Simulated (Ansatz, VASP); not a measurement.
# KBr: VASP beside Ansatz

INCAR

```
PREC = Accurate
ENCUT = 520
EDIFF = 1E-8
ISMEAR = -1
SIGMA = 0.01
LREAL = F
LASPH = T
NELM = 80
ALGO = Normal
ISIF = 2
LWAVE = F
LCHARG = F
GGA = PE
LEFG = T
NBANDS = 15
```

Contents of KPOINTS:

```
Automatic mesh
0
Gamma
  6 6 6
```

POSCAR

```
KBr
1.0
    0.0000000000      3.2258590210      3.2258590210
    3.2258590210      0.0000000000      3.2258590210
    3.2258590210      3.2258590210      0.0000000000
K Br
1 1
Direct
    0.0000000000      0.0000000000      0.0000000000
    0.5000000000      0.5000000000      0.5000000000
```

Input for Ansatz:

```yaml
crystal:
  lattice:
    - [0.0, 3.225859021, 3.225859021]
    - [3.225859021, 0.0, 3.225859021]
    - [3.225859021, 3.225859021, 0.0]
  atoms:
    - { symbol: K, position: [0.0, 0.0, 0.0] }
    - { symbol: Br, position: [0.5, 0.5, 0.5] }
kpoints:
  mp_grid: { grid: [6, 6, 6] }
scf:
  occupations: { method: fermi_dirac, width: 0.01 }
hamiltonian:
  xc: pbe
  pseudopotentials: { kind: paw }
output:
  forces: true
  stress: true
  eigenvalues: true
  efg: { contact_densities: true }
```

Change from the starting cell: volume scaled by 0.9405, PAW files.

Alike in both runs: task electric field gradients; functional PBE; k mesh 6 × 6 × 6; occupations fermi-dirac, width 0.01 eV; no spin polarisation.

|  | VASP | Ansatz |
| --- | --- | --- |
| version | VASP 6.6.1 | Ansatz 0.2.0 |
| potentials or method | VASP PAW PBE potentials, release 64 (K_sv, Br) | PAW with Ansatz's default frozen-core files, scalar-relativistic |
| plane-wave cutoff (eV) | 520 | 420 |
| valence electrons in the cell | 16 | 16 |

Ansatz gave:

```
gap on the k mesh at the Fermi level (eV) : 4.63
pressure (GPa)                            : 2.1
```

**Question.** What did VASP give for the same quantities?

**Answer.** gap on the k mesh at the Fermi level (eV): 4.62; pressure (GPa): 2.1.

The functional is the same, so the differences come from potentials, cutoffs and numerics.
